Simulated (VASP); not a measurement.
# Ce (Fm-3m) in VASP: single point with PBEsol

Aim: the single point of Ce with PBEsol.

Program: VASP 6.6.1. These are calculated values, not measurements. Logs are shortened: lines on timing, memory, paths and dates and some standing lists are left out, and cuts for length are marked.

### 1 The cell of the first run

The structure is cubic, space group Fm-3m (No. 225). Conventional cell: a = 5.160 Å, b = 5.160 Å, c = 5.160 Å, α = 90.00°, β = 90.00°, γ = 90.00°. Ce (site symmetry m-3m) has 12 Ce at 3.65 Å within 4.8 Å.

### 2 Single point, PBEsol, collinear spin, ferromagnetic start

Input file INCAR:

```
PREC = Accurate ; ENCUT = 500
EDIFF = 1E-6 ; ISMEAR = 0
SIGMA = 0.05 ; LREAL = F
LASPH = T ; NELM = 200
ALGO = Normal ; ISIF = 2
LWAVE = F ; LCHARG = T
ISPIN = 2 ; MAGMOM = 1
LORBIT = 11 ; LMAXMIX = 6
GGA = PS ; LELF = T
LVHAR = T ; NBANDS = 16
GGA_COMPAT = F
```

Input file KPOINTS:

```
regular mesh
0
Gamma
  14 14 14
```

Input file POSCAR:

```
Ce
1.0
    0.0000000000      2.5800000000      2.5800000000
    2.5800000000      0.0000000000      2.5800000000
    2.5800000000      2.5800000000      0.0000000000
Ce
1
Direct
    0.0000000000      0.0000000000      0.0000000000
```

Potentials or basis: VASP PAW PBE potentials, release 64 (Ce).

The run is started by

```
cat potpaw_PBE.64/Ce/POTCAR > POTCAR
mpirun -np 1 vasp_std > vasp.out
```

OUTCAR:

```text
PREC = Accurate
   ENCUT = 500
   EDIFF = 1E-6
   ISMEAR = 0
   LREAL = F
   LASPH = T
   NELM = 200
   ISIF = 2
   ISPIN = 2
   LORBIT = 11
   GGA = PS

 ion  position               nearest neighbor table
   1  0.000  0.000  0.000-

  LATTYP: Found a face centered cubic cell.
 ALAT       =     5.1600000000

  Lattice vectors:

 A1 = (   0.0000000000,   2.5800000000,   2.5800000000)
 A2 = (   2.5800000000,   0.0000000000,   2.5800000000)
 A3 = (   2.5800000000,   2.5800000000,   0.0000000000)

Analysis of symmetry for initial positions (statically):
=====================================================================
 Subroutine PRICEL returns:
 Original cell was already a primitive cell.

 Routine SETGRP: Setting up the symmetry group for a
 face centered cubic supercell.

 Subroutine GETGRP returns: Found 48 space group operations
 (whereof 48 operations were pure point group operations)
 out of a pool of 48 trial point group operations.

The static configuration has the point symmetry O_h .

Analysis of symmetry for dynamics (positions and initial velocities):
=====================================================================
 Subroutine PRICEL returns:
 Original cell was already a primitive cell.

 Routine SETGRP: Setting up the symmetry group for a
 face centered cubic supercell.

 Subroutine GETGRP returns: Found 48 space group operations
 (whereof 48 operations were pure point group operations)
 out of a pool of 48 trial point group operations.

The dynamic configuration has the point symmetry O_h .

Analysis of structural, dynamic, and magnetic symmetry:
=====================================================================
 Subroutine PRICEL returns:
 Original cell was already a primitive cell.

 Routine SETGRP: Setting up the symmetry group for a
 face centered cubic supercell.

 Subroutine GETGRP returns: Found 48 space group operations
 (whereof 48 operations were pure point group operations)
 out of a pool of 48 trial point group operations.

The overall configuration has the point symmetry O_h .

 Subroutine INISYM returns: Found 48 space group operations
 (whereof 48 operations are pure point group operations),
 and found     1 'primitive' translations

----------------------------------------------------------------------------------------

                                     Primitive cell

  volume of cell :      34.3470

  direct lattice vectors                    reciprocal lattice vectors
     0.000000000  2.580000000  2.580000000    -0.193798450  0.193798450  0.193798450
     2.580000000  0.000000000  2.580000000     0.193798450 -0.193798450  0.193798450
     2.580000000  2.580000000  0.000000000     0.193798450  0.193798450 -0.193798450

  length of vectors
     3.648670991  3.648670991  3.648670991     0.335668761  0.335668761  0.335668761

  position of ions in fractional coordinates (direct lattice)
     0.000000000  0.000000000  0.000000000

  ion indices of the primitive-cell ions
   primitive index   ion index
                 1           1

----------------------------------------------------------------------------------------

 KPOINTS: regular mesh

Automatic generation of k-mesh.
 Grid dimensions read from file:
 generate k-points for:   14   14   14

 Generating k-lattice:

  Cartesian coordinates                     Fractional coordinates (reciprocal lattice)
    -0.013842746  0.013842746  0.013842746     0.071428571  0.000000000  0.000000000
     0.013842746 -0.013842746  0.013842746     0.000000000  0.071428571  0.000000000
     0.013842746  0.013842746 -0.013842746     0.000000000  0.000000000  0.071428571

  Length of vectors
     0.023976340  0.023976340  0.023976340

  Shift w.r.t. Gamma in fractional coordinates (k-lattice)
     0.000000000  0.000000000  0.000000000

 Subroutine IBZKPT returns following result:
 ===========================================

 Found    104 irreducible k-points:

 Following reciprocal coordinates:
            Coordinates               Weight
  0.000000  0.000000  0.000000      1.000000
  0.071429  0.000000  0.000000      8.000000
  0.142857  0.000000  0.000000      8.000000
  0.214286  0.000000  0.000000      8.000000
  0.285714  0.000000  0.000000      8.000000
  0.357143  0.000000  0.000000      8.000000
[... 16 lines left out ...]
  0.214286  0.142857  0.000000     24.000000
  0.285714  0.142857  0.000000     24.000000
 [... further k-points ...]
   k-points           NKPTS =    104   k-points in BZ     NKDIM =    104   number of bands    NBANDS=     16
   number of dos      NEDOS =    301   number of ions     NIONS =      1
   total plane-waves  NPLWV =  21952
   dimension x,y,z NGX =    28 NGY =   28 NGZ =   28
   dimension x,y,z NGXF=    56 NGYF=   56 NGZF=   56
   ions per type =               1
   NGX,Y,Z   is equivalent  to a cutoff of  12.76, 12.76, 12.76 a.u.
   NGXF,Y,Z  is equivalent  to a cutoff of  25.52, 25.52, 25.52 a.u.
 SYSTEM =  unknown system
   PREC   = accura    normal or accurate (medium, high low for compatibility)
   ISTART =      0    job   : 0-new  1-cont  2-samecut
   ICHARG =      2    charge: 1-file 2-atom 10-const
   ISPIN  =      2    spin polarized calculation?
   LNONCOLLINEAR =      F non collinear calculations
   LSORBIT =      F    spin-orbit coupling
   LASPH  =      T    aspherical Exc in radial PAW
   ENCUT  =  500.0 eV  36.75 Ry    6.06 a.u.   6.65  6.65  6.65*2*pi/ulx,y,z
   NELM   =    200;   NELMIN=  2; NELMDL= -5     # of ELM steps
   EDIFF  = 0.1E-05   stopping-criterion for ELM
   LREAL  =      F    real-space projection
   EDIFFG = 0.1E-04   stopping-criterion for IOM
   NSW    =      0    number of steps for IOM
   IBRION =     -1    ionic relax: 0-MD 1-quasi-New 2-CG
   NFREE  =      0    steps in history (QN), initial steepest desc. (CG)
   ISIF   =      2    stress and relaxation
   ISYM   =      2    0-nonsym 1-usesym 2-fastsym
   POTIM  = 0.5000    time-step for ionic-motion
   TEBEG  =    0.0;   TEEND  =   0.0 temperature during run
   PSTRESS=    0.0 pullay stress
   NELECT =      12.0000    total number of electrons
   NUPDOWN=      -1.0000    fix difference up-down
   EMIN   =  10.00;   EMAX   =-10.00  energy-range for DOS
   EFERMI =   0.00;   METHOD = LEGACY
   ISMEAR =     0;   SIGMA  =   0.05  broadening in eV -4-tet -1-fermi 0-gaus
   EFERMI_NEDOS =   21; number of points for ismear=-14 and -15
   IALGO  =     38    algorithm
   IMIX   =      4    mixing-type and parameters
     AMIX     =   0.40;   BMIX     =  1.00
     AMIX_MAG =   1.60;   BMIX_MAG =  1.00
  volume/ion in A,a.u.               =      34.35       231.79
  Fermi-wavevector in a.u.,A,eV,Ry     =   1.153025  2.178902 18.088505  1.329468
  Thomas-Fermi vector in A             =   2.289672
   LORBIT       =     11    0 simple, 1 ext, 2 COOP (PROOUT), +10 PAW based schemes
   GGA     = PS    functional components
   LHFCALC =     F    Hartree Fock is set to
   AEXX    =    0.0000 exact exchange contribution
   IVDW    =     0    specifies the selected vdW correction
   LEPSILON=     F    determine dielectric tensor
   LRPA    =     F    only Hartree local field effects (RPA)
 spin polarized calculation
 Gauss-broadening in eV      SIGMA  =   0.05
  energy-cutoff  :      500.00
  volume of cell :       34.35
 maximum number of plane-waves:       893
   NGX = 13   NGY = 13   NGZ = 13

 number of electron      12.0000000 magnetization       0.0073428

 number of electron      12.0000000 magnetization      -0.0106480

 Free energy of the ion-electron system (eV)
  ---------------------------------------------------
  ext. energy  EPLUGINS =         0.00000000
  ---------------------------------------------------
  free energy    TOTEN  =        -6.22634859 eV

  energy without entropy =       -6.22160610  energy(sigma->0) =       -6.22397734

 E-fermi :   6.6581     XC(G=0): -10.1965

 val. band max:        6.6567100334   @ k =  -0.2857   0.4286   0.1429
 cond. band min:       6.6600362961   @ k =   0.4286   0.0714   0.0000
 fundamental gap:      0.0033262627
 Fermi energy:         6.6580549366

 spin component 1

 k-point     1 :       0.0000    0.0000    0.0000
  band No.  band energies     occupation
      1     -28.0188      1.00000
      2      -9.9904      1.00000
      3      -9.9904      1.00000
      4      -9.9904      1.00000
      5       3.4029      1.00000
      6       6.6384      0.71111
[... 8 lines left out ...]
     15       8.3205      0.00000
     16      10.8320      0.00000

 k-point     2 :       0.0714    0.0000    0.0000
  band No.  band energies     occupation
      1     -28.0090      1.00000
      2     -10.0709      1.00000
      3      -9.9997      1.00000
      4      -9.9997      1.00000
      5       3.5645      1.00000
      6       6.6101      0.91265
[... 8 lines left out ...]
     15       8.4409      0.00000
     16      10.7627      0.00000
[... 387 lines left out ...]
      5       4.6522      1.00000
      6       6.3645      1.00000
[... 8 lines left out ...]
     15       9.3061      0.00000
     16       9.8340      0.00000

 k-point    24 :       0.2857    0.1429    0.0000
  band No.  band energies     occupation
      1     -27.9008      1.00000
      2     -10.7374      1.00000
      3     -10.1864      1.00000
      4     -10.1729      1.00000
      5       5.1379      1.00000
      6       6.3607      1.00000
[... 8 lines left out ...]
     15       9.3870      0.00000
     16      10.4964      0.00000

 [... further k-points ...]

 spin component 2

 k-point     1 :       0.0000    0.0000    0.0000
  band No.  band energies     occupation
      1     -28.0234      1.00000
      2      -9.9941      1.00000
      3      -9.9941      1.00000
      4      -9.9941      1.00000
      5       3.4011      1.00000
      6       6.6313      0.77499
[... 8 lines left out ...]
     15       8.3188      0.00000
     16      10.8296      0.00000

 k-point     2 :       0.0714    0.0000    0.0000
  band No.  band energies     occupation
      1     -28.0136      1.00000
      2     -10.0745      1.00000
      3     -10.0034      1.00000
      4     -10.0034      1.00000
      5       3.5627      1.00000
      6       6.6033      0.93937
[... 8 lines left out ...]
     15       8.4392      0.00000
     16      10.7604      0.00000
[... 387 lines left out ...]
      5       4.6503      1.00000
      6       6.3596      1.00000
[... 8 lines left out ...]
     15       9.3041      0.00000
     16       9.8316      0.00000

 k-point    24 :       0.2857    0.1429    0.0000
  band No.  band energies     occupation
      1     -27.9055      1.00000
      2     -10.7409      1.00000
      3     -10.1900      1.00000
      4     -10.1765      1.00000
      5       5.1360      1.00000
      6       6.3562      1.00000
[... 8 lines left out ...]
     15       9.3849      0.00000
     16      10.4941      0.00000

 [... further k-points ...]
[... 5 lines left out ...]
  --------------------------------------------------------------------------------------
  -------------------------------------------------------------------------------------
  Total       -1.8808640     -1.8808640     -1.8808640     -0.0000000      0.0000000      0.0000000
  in kB      -87.7362102    -87.7362102    -87.7362102     -0.0000000      0.0000000      0.0000000
  external PRESSURE =     -87.7362102 kB  Pullay stress =       0.0000000 kB

 VOLUME and BASIS-vectors are now :
 -----------------------------------------------------------------------------
  energy-cutoff  :      500.00
  volume of cell :       34.35
      direct lattice vectors                 reciprocal lattice vectors
     0.000000000  2.580000000  2.580000000    -0.193798450  0.193798450  0.193798450
     2.580000000  0.000000000  2.580000000     0.193798450 -0.193798450  0.193798450
     2.580000000  2.580000000  0.000000000     0.193798450  0.193798450 -0.193798450

 POSITION                                       TOTAL-FORCE (eV/Angst)
 -----------------------------------------------------------------------------------
      0.00000      0.00000      0.00000        -0.000000      0.000000     -0.000000
 -----------------------------------------------------------------------------------
    total drift:                               -0.000000     -0.000000     -0.000000

  FREE ENERGIE OF THE ION-ELECTRON SYSTEM (eV)
  ---------------------------------------------------
  free  energy   TOTEN  =        -6.2263485895 eV

  energy  without entropy=       -6.2216060999  energy(sigma->0) =       -6.22397734

 total charge

# of ion       s       p       d       f       tot
--------------------------------------------------
    1        2.076   5.595   0.969   0.982   9.622

 magnetization (x)

# of ion       s       p       d       f       tot
--------------------------------------------------
    1       -0.000   0.000  -0.000  -0.009  -0.010
```

It took 97 s on 1 thread of Intel Xeon Platinum 8559C (Emerald Rapids), shared host; peak memory 0.24 GiB.

Results:

```yaml
Free_energy: -6.2263 eV
Pressure: -8.8 GPa
Band_gap_on_the_k_mesh: zero (filled and empty bands overlap)
Net_moment: -0.01 μB per cell
Valence_electrons_inside_the_program's_atomic_spheres: Ce 9.62
```

Caveat: the magnetic or orbital state may not be the lowest; the PAW data sets were made with another functional, which shifts forces and pressure a little; spin-orbit coupling is left out, which moves the levels of the heavy elements.
